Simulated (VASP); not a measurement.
# CaO (P4/mmm) in VASP: single point with r2SCAN

Aim: the single point of CaO with r2SCAN.

All numbers are computed with VASP 6.6.1; they aren't measurements. Logs are shortened: lines on timing, memory, paths and dates and some standing lists are left out, and cuts for length are marked.

## 1. The cell of the first run

It takes space group P4/mmm (No. 123, tetragonal). Conventional cell: a = 2.760 Å, b = 2.760 Å, c = 2.903 Å, α = 90.00°, β = 90.00°, γ = 90.00°. Ca (site symmetry 4/mmm) has 8 O at 2.43 Å and 6 Ca at 2.76 to 2.90 Å within 3.2 Å. O (site symmetry 4/mmm) has 8 Ca at 2.43 Å and 6 O at 2.76 to 2.90 Å within 3.2 Å.

## 2. Single point, r2SCAN (biaxial xy strain -4.9%)

File POSCAR:

```
CaO
1.0
    2.7597904419      0.0000000000      0.0000000000
    0.0000000000      2.7597904419      0.0000000000
    0.0000000000      0.0000000000      2.9032089648
Ca O
1 1
Direct
    0.0000000000      0.0000000000      0.0000000000
    0.5000000000      0.5000000000      0.5000000000
```

File INCAR.step1:

```
SYSTEM = CaO
  PREC = Accurate
  ENCUT = 910
  ISMEAR = 0
  SIGMA = 0.01
  LREAL = .False.
  LASPH = .True.
  NELM = 120
  NBANDS = 15
  GGA = PE
  ALGO = Normal
  EDIFF = 1E-5
  LWAVE = .True.
  LCHARG = .False.
  GGA_COMPAT = .False.
```

File INCAR.step2:

```
SYSTEM = CaO
  PREC = Accurate
  ENCUT = 910
  EDIFF = 1E-6
  ISMEAR = 0
  SIGMA = 0.01
  LREAL = .False.
  LASPH = .True.
  NELM = 120
  ALGO = Normal
  ISIF = 2
  LWAVE = .False.
  LCHARG = .False.
  METAGGA = R2SCAN
  LMIXTAU = .True.
  NBANDS = 15
  ISTART = 1
  GGA_COMPAT = .False.
```

File KPOINTS:

```
regular mesh
0
Gamma
  8 8 8
  0 0 0
```

Potentials or basis: VASP PAW PBE potentials, release 64 (Ca_sv, O_h).

Launch:

```bash
> cat potpaw_PBE.64/Ca_sv/POTCAR potpaw_PBE.64/O_h/POTCAR > POTCAR
> cp INCAR.step1 INCAR
> mpirun -np 1 vasp_std > vasp.out
> cp INCAR.step2 INCAR
> mpirun -np 1 vasp_std > vasp.out
```

OUTCAR:

```text
SYSTEM = CaO
   PREC = Accurate
   ENCUT = 910
   EDIFF = 1E-6
   ISMEAR = 0
   LREAL = .False.
   LASPH = .True.
   NELM = 120
   ISIF = 2
   METAGGA = R2SCAN
   ISTART = 1

 ion  position               nearest neighbor table
   1  0.000  0.000  0.000-
   2  0.500  0.500  0.500-

  LATTYP: Found a simple tetragonal cell.
 ALAT       =     2.7597904419
 C/A-ratio  =     1.0519671786

  Lattice vectors:

 A1 = (   2.7597904419,   0.0000000000,   0.0000000000)
 A2 = (   0.0000000000,   2.7597904419,   0.0000000000)
 A3 = (   0.0000000000,   0.0000000000,   2.9032089648)

Analysis of symmetry for initial positions (statically):
=====================================================================
 Subroutine PRICEL returns:
 Original cell was already a primitive cell.

 Routine SETGRP: Setting up the symmetry group for a
 simple tetragonal supercell.

 Subroutine GETGRP returns: Found 16 space group operations
 (whereof 16 operations were pure point group operations)
 out of a pool of 16 trial point group operations.

The static configuration has the point symmetry D_4h.

Analysis of symmetry for dynamics (positions and initial velocities):
=====================================================================
 Subroutine PRICEL returns:
 Original cell was already a primitive cell.

 Routine SETGRP: Setting up the symmetry group for a
 simple tetragonal supercell.

 Subroutine GETGRP returns: Found 16 space group operations
 (whereof 16 operations were pure point group operations)
 out of a pool of 16 trial point group operations.

The dynamic configuration has the point symmetry D_4h.

 Subroutine INISYM returns: Found 16 space group operations
 (whereof 16 operations are pure point group operations),
 and found     1 'primitive' translations

----------------------------------------------------------------------------------------

                                     Primitive cell

  volume of cell :      22.1121

  direct lattice vectors                    reciprocal lattice vectors
     2.759790442  0.000000000  0.000000000     0.362346352  0.000000000  0.000000000
     0.000000000  2.759790442  0.000000000     0.000000000  0.362346352  0.000000000
     0.000000000  0.000000000  2.903208965     0.000000000  0.000000000  0.344446443

  length of vectors
     2.759790442  2.759790442  2.903208965     0.362346352  0.362346352  0.344446443
[... 89 lines left out ...]
   POTIM  = 0.5000    time-step for ionic-motion
   TEBEG  =    0.0;   TEEND  =   0.0 temperature during run
   PSTRESS=    0.0 pullay stress
   NELECT =      16.0000    total number of electrons
   NUPDOWN=      -1.0000    fix difference up-down
   EMIN   =  10.00;   EMAX   =-10.00  energy-range for DOS
   EFERMI =   0.00;   METHOD = LEGACY
   ISMEAR =     0;   SIGMA  =   0.01  broadening in eV -4-tet -1-fermi 0-gaus
   EFERMI_NEDOS =   21; number of points for ismear=-14 and -15
   IALGO  =     38    algorithm
   IMIX   =      4    mixing-type and parameters
     AMIX     =   0.40;   BMIX     =  1.00
     AMIX_MAG =   1.60;   BMIX_MAG =  1.00
  volume/ion in A,a.u.               =      11.06        74.61
  Fermi-wavevector in a.u.,A,eV,Ry     =   1.469731  2.777390 29.390088  2.160111
  Thomas-Fermi vector in A             =   2.585073
   LORBIT       =      0    0 simple, 1 ext, 2 COOP (PROOUT), +10 PAW based schemes
   METAGGA = R2SCAN    functional components
   LHFCALC =     F    Hartree Fock is set to
   AEXX    =    0.0000 exact exchange contribution
   IVDW    =     0    specifies the selected vdW correction
   LEPSILON=     F    determine dielectric tensor
   LRPA    =     F    only Hartree local field effects (RPA)
 non-spin polarized calculation
 Gauss-broadening in eV      SIGMA  =   0.01
  energy-cutoff  :      910.00
  volume of cell :       22.11
 maximum number of plane-waves:      1400
 NGX is ok and might be reduce to    28
   NGX = 13   NGY = 13   NGZ = 15

 number of electron      16.0000003 magnetization

 Free energy of the ion-electron system (eV)
  ---------------------------------------------------
  ext. energy  EPLUGINS =         0.00000000
  ---------------------------------------------------
  free energy    TOTEN  =       -18.33791172 eV

  energy without entropy =      -18.33791172  energy(sigma->0) =      -18.33791172

 E-fermi :   5.2058     XC(G=0): -12.4899

 val. band max:        5.1581324254   @ k =   0.5000   0.0000   0.5000
 cond. band min:       8.1841709085   @ k =   0.0000   0.0000   0.0000
 fundamental gap:      3.0260384831
 Fermi energy:         5.2058499947

 k-point     1 :       0.0000    0.0000    0.0000
  band No.  band energies     occupation
      1     -35.6309      2.00000
      2     -15.1142      2.00000
      3     -14.9569      2.00000
      4     -14.9569      2.00000
      5     -12.7297      2.00000
      6       4.4025      2.00000
      7       4.8908      2.00000
      8       4.8908      2.00000
      9       8.1842      0.00000
     10       8.1910      0.00000
     11      12.4429      0.00000
     12      14.5673      0.00000
     13      14.5673      0.00000
     14      14.8653      0.00000
[... 401 lines left out ...]
      2     -17.0248      2.00000
      3     -15.0552      2.00000
      4     -14.9873      2.00000
      5     -11.2355      2.00000
      6       1.3740      2.00000
      7       3.3830      2.00000
      8       4.3030      2.00000
      9      10.0735      0.00000
     10      12.6450      0.00000
     11      13.4568      0.00000
     12      14.1070      0.00000
     13      14.4558      0.00000
     14      18.9454      0.00000
     15      21.6337      0.00000

 [... further k-points ...]

------------------------ aborting loop because EDIFF is reached ----------------------------------------

  FORCE on cell =-STRESS in cart. coord.  units (eV):
  Direction    XX          YY          ZZ          XY          YZ          ZX
  --------------------------------------------------------------------------------------
  -------------------------------------------------------------------------------------
  Total        3.3843440      3.3843440      0.2105158      0.0000000      0.0000000      0.0000000
  in kB      245.2192557    245.2192557     15.2533341      0.0000000      0.0000000      0.0000000
  external PRESSURE =     168.5639485 kB  Pullay stress =       0.0000000 kB

 VOLUME and BASIS-vectors are now :
 -----------------------------------------------------------------------------
  energy-cutoff  :      910.00
  volume of cell :       22.11
      direct lattice vectors                 reciprocal lattice vectors
     2.759790442  0.000000000  0.000000000     0.362346352  0.000000000  0.000000000
     0.000000000  2.759790442  0.000000000     0.000000000  0.362346352  0.000000000
     0.000000000  0.000000000  2.903208965     0.000000000  0.000000000  0.344446443

 POSITION                                       TOTAL-FORCE (eV/Angst)
 -----------------------------------------------------------------------------------
      0.00000      0.00000      0.00000         0.000000      0.000000      0.000000
      1.37990      1.37990      1.45160         0.000000      0.000000      0.000000
 -----------------------------------------------------------------------------------
    total drift:                                0.000000      0.000000      0.000000

  FREE ENERGIE OF THE ION-ELECTRON SYSTEM (eV)
  ---------------------------------------------------
  free  energy   TOTEN  =       -18.3379117226 eV

  energy  without entropy=      -18.3379117226  energy(sigma->0) =      -18.33791172
```

Run time: 2.5 min. Hardware: 1 thread of Intel Xeon Platinum 8259CL at 2.50GHz (Skylake/Cascade Lake), shared host; peak memory 0.21 GiB.

What came out:

```
Free energy            : -18.3379 eV
Pressure               : 16.9 GPa
Band gap on the k mesh : 3.03 eV (least direct gap 3.29 eV)
```

Stress tensor (GPa, compression positive):
```
24.52  0.00  0.00
 0.00 24.52  0.00
 0.00  0.00  1.53
```

Levels at points of the mesh, in eV from the valence-band top:
```csv
k point,band 6,band 7,band 8,band 9,band 10,band 11
"(0.00, 0.00, 0.00)",-0.76,-0.27,-0.27,3.03,3.03,7.28
"(0.50, 0.00, 0.00)",-4.24,-1.51,-0.81,4.28,8.54,9.07
"(0.50, 0.50, 0.00)",-2.38,-2.38,-0.44,4.85,4.94,6.96
"(0.00, 0.00, 0.50)",-4.24,-0.92,-0.92,3.93,7.81,9.58
"(0.50, 0.00, 0.50)",-2.48,-2.30,0.00,4.40,5.81,7.33
"(0.50, 0.50, 0.50)",-4.13,-4.07,-4.07,8.78,9.28,9.28
```

Caveat: the cell differs from its parent crystal (biaxial xy strain -4.9%); the cutoff is under 1.25 times the usual one of these potentials, so pressure, stress and relaxed cells hold a basis-set (Pulay) error; the cell stands under pressure; the PAW data sets were made with another functional, which shifts forces and pressure a little. A k mesh can miss the band edges.
